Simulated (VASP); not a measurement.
## SnO2: relaxation of cell and atoms with PBE

SnO2:

```xyz
3
Lattice="1.6171 0.9336 4.8006 -1.6171 0.9336 4.8006 0.0000 -1.8673 4.8006" Properties=species:S:1:pos:R:3 pbc="T T T"
Sn    0.0000    0.0000    7.2009
O     0.0000    0.0000    3.4157
O     0.0000    0.0000   10.9861
```

```
Program                : VASP 6.6.1
Task                   : relaxation of cell and atoms
Functional             : PBE
Potentials or basis    : VASP PAW PBE potentials, release 64 (Sn_d, O)
Cutoff                 : 600 eV
k mesh                 : 12 × 12 × 12
Occupations            : gaussian, width 0.02 eV
Spin                   : no spin polarisation
Dipole correction      : no
Further INCAR settings : ALGO = Normal; EDIFF = 1e-07; IBRION = 2; EDIFFG = -0.005; NSW = 100; ISIF = 3
```

The relaxed volume is 14.35 Å³/atom and the relaxed cell is a = 5.087 Å, b = 5.087 Å, c = 5.087 Å, α = 37.15°, β = 37.15°, γ = 37.15°. The space group after relaxing (to 0.05 Å) is R-3m (No. 166), the energy gained by relaxing is 0.3 meV/atom and the ionic steps are 17. The pressure after relaxing is 0.0 GPa and the band gap on the k mesh is 1.86 eV, indirect (least direct gap 1.95 eV).

The path:
```
step  energy change (eV)  largest force (eV/Å)  pressure (GPa)  volume (Å³)
   1              0.0000                0.0848           -0.16        43.49
   2             -0.0007                0.0004            0.25        43.40
   3             -0.0007                0.0123            0.31        43.38
   4             -0.0008                0.0004           -0.28        43.53
   5             -0.0009                0.0052           -0.02        43.46
   6             -0.0009                0.0052           -0.03        43.47
   7             -0.0009                0.0061           -0.02        43.45
   8             -0.0009                0.0096            0.00        43.41
   9             -0.0009                0.0164            0.04        43.34
  10             -0.0010                0.0303            0.11        43.18
  11             -0.0010                0.0232            0.06        43.26
  12             -0.0010                0.0220            0.07        43.26
  13             -0.0010                0.0197            0.03        43.25
  14             -0.0010                0.0144           -0.02        43.22
  15             -0.0010                0.0038           -0.11        43.18
  16             -0.0010                0.0026           -0.09        43.14
  17             -0.0010                0.0012           -0.02        43.04
```

Final structure:
```
CELL_PARAMETERS angstrom
1.62061 0.93566 4.73063
-1.62061 0.93566 4.73063
0.00000 -1.87132 4.73063
ATOMIC_POSITIONS crystal
Sn 0.50000 0.50000 0.50000
O 0.23749 0.23749 0.23749
O 0.76251 0.76251 0.76251
```

Levels at points of the mesh, in eV from the valence-band top:
```csv
k point,band 11,band 12,band 13,band 14,band 15,band 16
"(0.00, 0.00, 0.00)",-0.94,-0.94,-0.10,1.86,5.68,10.94
"(0.50, 0.00, 0.00)",-1.47,-0.62,-0.59,5.29,7.73,9.97
"(0.50, 0.50, 0.00)",-1.11,-0.46,-0.02,5.02,6.88,10.70
"(0.50, 0.50, 0.50)",-1.31,-0.88,-0.88,3.17,5.64,11.14
```

Wall time 32 min on 1 thread of AMD EPYC 9R45 96-Core Processor (Zen 5), with other jobs on the host, peak memory 0.37 GiB.

Caveat: spin-orbit coupling is left out, which moves the levels of the heavy elements. A k mesh can miss the band edges.
